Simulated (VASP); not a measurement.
Input of a VASP 6.6.1 run:

Contents of INCAR:

```
PREC     = Accurate       # precision mode
ENCUT    = 520            # plane-wave cutoff, eV
EDIFF    = 1E-6           # SCF threshold, eV
ISMEAR   = 0              # smearing method
SIGMA    = 0.15           # smearing width, eV
LREAL    = F              # projectors in reciprocal space
LASPH    = T              # aspherical terms in the spheres
NELM     = 60             # most SCF steps
ALGO     = Fast           # electronic algorithm
ISIF     = 2              # what is computed and relaxed
LWAVE    = F              # write WAVECAR
LCHARG   = F              # write CHGCAR
GGA      = CA             # functional
NBANDS   = 13             # bands
```

Contents of KPOINTS:

```
Automatic mesh
0
Gamma
  24 24 24
```

Contents of POSCAR:

```
W
1.0
   -1.4231041611      1.4231041611      2.0122692838
    1.4231041611     -1.4231041611      2.0122692838
    1.4231041611      1.4231041611     -2.0122692838
W
1
Direct
    0.0000000000      0.0000000000      0.0000000000
```

Potentials or basis: VASP PAW LDA potentials, release 64 (W_sv).

The run is started by

```bash
$ cat potpaw_LDA.64/W_sv/POTCAR > POTCAR
$ mpirun -np 1 vasp_std > vasp.out
```

Problem. What does it give for the band gap on the k mesh?

Solution. Zero (bands 7 and 8 overlap by 3.82 eV).

Problem. What does it give for the pressure?

Solution. -9.7 GPa.

Caveat: the cell stands under tension; spin-orbit coupling is left out, which moves the levels of the heavy elements.
